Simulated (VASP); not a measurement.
# Hf3Br2 (P-3m1) in VASP: a series of runs, part 2 of 2

VASP 6.6.1.

### Step 3. Single point, PBE

This run uses another cell than the first one, of 23.21 Å³/atom, 1.006 times its volume.

Contents of INCAR:

```
ALGO     = Normal         # electronic algorithm
EDIFF    = 1E-6           # SCF threshold, eV
ENCUT    = 520            # plane-wave cutoff, eV
GGA      = PE             # functional
ISIF     = 2              # what is computed and relaxed
ISMEAR   = 0              # smearing method
LASPH    = True           # aspherical terms in the spheres
LCHARG   = False          # write CHGCAR
LREAL    = False          # projectors in reciprocal space
LWAVE    = False          # write WAVECAR
NBANDS   = 30             # bands
NELM     = 60             # most SCF steps
PREC     = Accurate       # precision mode
SIGMA    = 0.1            # smearing width, eV
```

Contents of KPOINTS:

```
k-points
0
Gamma
  6 6 4
```

Contents of POSCAR:

```
Hf3Br2
1.0
    4.4495661611      0.0000000000      0.0000000000
   -2.2247830805      3.8534373313      0.0000000000
    0.0000000000      0.0000000000      6.7688731647
Hf Br
3 2
Direct
    0.0000000000      0.0000000000      0.0000000000
    0.3333333333      0.6666666667      0.6611711547
    0.6666666667      0.3333333333      0.3388288453
    0.3333333333      0.6666666667      0.2583046079
    0.6666666667      0.3333333333      0.7416953921
```

Potentials or basis: VASP PAW PBE potentials, release 64 (Hf_pv, Br).

Started as:

```
cat potpaw_PBE.64/Hf_pv/POTCAR potpaw_PBE.64/Br/POTCAR > POTCAR
mpirun -np 1 vasp_std > vasp.out
```

OUTCAR:

```text
EDIFF = 1E-6
   ENCUT = 520
   GGA = PE
   ISIF = 2
   ISMEAR = 0
   LASPH = True
   LREAL = False
   NELM = 60
   PREC = Accurate

 ion  position               nearest neighbor table
   1  0.000  0.000  0.000-   4 3.11   5 3.11   4 3.11   5 3.11   5 3.11   4 3.11   2 3.44   3 3.44
                             2 3.44   3 3.44   2 3.44   3 3.44
   2  0.333  0.667  0.661-   5 2.63   5 2.63   5 2.63   4 2.73   3 3.37   3 3.37   3 3.37   1 3.44
                             1 3.44   1 3.44
   3  0.667  0.333  0.339-   4 2.63   4 2.63   4 2.63   5 2.73   2 3.37   2 3.37   2 3.37   1 3.44
                             1 3.44   1 3.44
   4  0.333  0.667  0.258-   3 2.63   3 2.63   3 2.63   2 2.73   1 3.11   1 3.11   1 3.11
   5  0.667  0.333  0.742-   2 2.63   2 2.63   2 2.63   3 2.73   1 3.11   1 3.11   1 3.11

  LATTYP: Found a hexagonal cell.
 ALAT       =     4.4495661611
 C/A-ratio  =     1.5212434021

  Lattice vectors:

 A1 = (   4.4495661611,   0.0000000000,   0.0000000000)
 A2 = (  -2.2247830805,   3.8534373313,   0.0000000000)
 A3 = (   0.0000000000,   0.0000000000,   6.7688731647)

Analysis of symmetry for initial positions (statically):
=====================================================================
 Subroutine PRICEL returns:
 Original cell was already a primitive cell.

 Routine SETGRP: Setting up the symmetry group for a
 hexagonal supercell.

 Subroutine GETGRP returns: Found 12 space group operations
 (whereof 12 operations were pure point group operations)
 out of a pool of 24 trial point group operations.

The static configuration has the point symmetry D_3d.

Analysis of symmetry for dynamics (positions and initial velocities):
=====================================================================
 Subroutine PRICEL returns:
 Original cell was already a primitive cell.

 Routine SETGRP: Setting up the symmetry group for a
 hexagonal supercell.

 Subroutine GETGRP returns: Found 12 space group operations
[... 129 lines left out ...]
  volume/ion in A,a.u.               =      23.21       156.64
  Fermi-wavevector in a.u.,A,eV,Ry     =   1.184854  2.239050 19.100942  1.403880
  Thomas-Fermi vector in A             =   2.321060
   LORBIT       =      0    0 simple, 1 ext, 2 COOP (PROOUT), +10 PAW based schemes
   GGA     = PE    functional components
   LHFCALC =     F    Hartree Fock is set to
   AEXX    =    0.0000 exact exchange contribution
   IVDW    =     0    specifies the selected vdW correction
   LEPSILON=     F    determine dielectric tensor
   LRPA    =     F    only Hartree local field effects (RPA)
 non-spin polarized calculation
 Gauss-broadening in eV      SIGMA  =   0.10
  energy-cutoff  :      520.00
  volume of cell :      116.06
 maximum number of plane-waves:      3142
 NGX is ok and might be reduce to    36
   NGX = 17   NGY = 17   NGZ = 25

 number of electron      43.9999997 magnetization

 Free energy of the ion-electron system (eV)
  ---------------------------------------------------
  ext. energy  EPLUGINS =         0.00000000
  ---------------------------------------------------
  free energy    TOTEN  =       -30.53333787 eV

  energy without entropy =      -30.51899922  energy(sigma->0) =      -30.52616854

 E-fermi :   5.7526     XC(G=0): -10.5701

 val. band max:        5.7501155953   @ k =   0.5000  -0.0000   0.0000
 cond. band min:       5.7811102852   @ k =   0.3333   0.0000   0.0000
 fundamental gap:      0.0309946899
 Fermi energy:         5.7526161688

 k-point     1 :       0.0000    0.0000    0.0000
  band No.  band energies     occupation
      1     -26.2346      2.00000
      2     -26.2346      2.00000
      3     -26.1767      2.00000
      4     -25.7334      2.00000
      5     -25.7334      2.00000
      6     -25.6468      2.00000
[... 781 lines left out ...]
     29       7.5935      0.00000
     30       8.1991      0.00000

------------------------ aborting loop because EDIFF is reached ----------------------------------------

  FORCE on cell =-STRESS in cart. coord.  units (eV):
  Direction    XX          YY          ZZ          XY          YZ          ZX
  --------------------------------------------------------------------------------------
  -------------------------------------------------------------------------------------
  Total       -0.3272866     -0.3272866     -0.1799234     -0.0000000      0.0000000     -0.0000000
  in kB       -4.5181064     -4.5181064     -2.4837954     -0.0000000      0.0000000     -0.0000000
  external PRESSURE =      -3.8400027 kB  Pullay stress =       0.0000000 kB

 VOLUME and BASIS-vectors are now :
 -----------------------------------------------------------------------------
  energy-cutoff  :      520.00
  volume of cell :      116.06
      direct lattice vectors                 reciprocal lattice vectors
     4.449566161  0.000000000  0.000000000     0.224741012  0.129754284  0.000000000
    -2.224783080  3.853437331  0.000000000     0.000000000  0.259508567  0.000000000
     0.000000000  0.000000000  6.768873165     0.000000000  0.000000000  0.147735077

 POSITION                                       TOTAL-FORCE (eV/Angst)
 -----------------------------------------------------------------------------------
      0.00000      0.00000      0.00000         0.000000      0.000000      0.000000
     -0.00000      2.56896      4.47538         0.000000      0.000000      0.024867
      2.22478      1.28448      2.29349        -0.000000     -0.000000     -0.024867
     -0.00000      2.56896      1.74843         0.000000      0.000000      0.007653
      2.22478      1.28448      5.02044        -0.000000     -0.000000     -0.007653
 -----------------------------------------------------------------------------------
    total drift:                               -0.000000     -0.000000     -0.000000

  FREE ENERGIE OF THE ION-ELECTRON SYSTEM (eV)
  ---------------------------------------------------
  free  energy   TOTEN  =       -30.5333378677 eV

  energy  without entropy=      -30.5189992195  energy(sigma->0) =      -30.52616854
```

It took 66 s on 1 thread of Intel Xeon 6975P-C (Granite Rapids), shared host; peak memory 0.27 GiB.

What came out:

```
Free energy            : -30.5333 eV
Pressure               : -0.4 GPa
Largest force          : 0.025 eV/Å
Band gap on the k mesh : zero (band 22 reaches 5.94 eV, above the bottom of band 23 at 5.26 eV)
```

Forces in eV/Å, atoms in the order of the input:
```
Hf   0.000  0.000  0.000
Hf   0.000  0.000  0.025
Hf   0.000  0.000 -0.025
Br   0.000  0.000  0.008
Br   0.000  0.000 -0.008
```

Caveat: spin-orbit coupling is left out, which moves the levels of the heavy elements.
